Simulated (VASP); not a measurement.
# GaSb: single point with PBE

Crystal: GaSb.

```
Ga Sb
1.0
     0.00046    3.11317    3.11313
     3.11339    0.00019    3.11340
     3.11317    3.11322    0.00041
Ga Sb
1 1
Cartesian
  0.0014 -0.0004 0.0012
  1.5581 1.5561 1.5578
```

```
Program             : VASP 6.6.1
Task                : single point
Functional          : PBE
Potentials or basis : VASP PAW PBE potentials, release 64 (Ga_d, Sb)
Cutoff              : 520 eV
k mesh              : 5 × 5 × 5
Occupations         : fermi-dirac, width 0.1 eV
Spin                : no spin polarisation
```

The pressure is 0.1 GPa and the band gap on the k mesh is zero (filled and empty bands touch).

Levels at points of the mesh, in eV from the Fermi level:
```
           k point  band 7  band 8  band 9  band 10  band 11  band 12
(0.00, 0.00, 0.00)   -0.37   -0.04   -0.04    -0.04     2.74     2.74
```

Run time: 100 s on 1 thread of Intel Xeon 8259CL, with other jobs on the host, peak memory 0.24 GiB.

Caveat: semilocal functionals underestimate gaps, so a narrow gap can read as zero; spin-orbit coupling is left out, which moves the levels of the heavy elements.
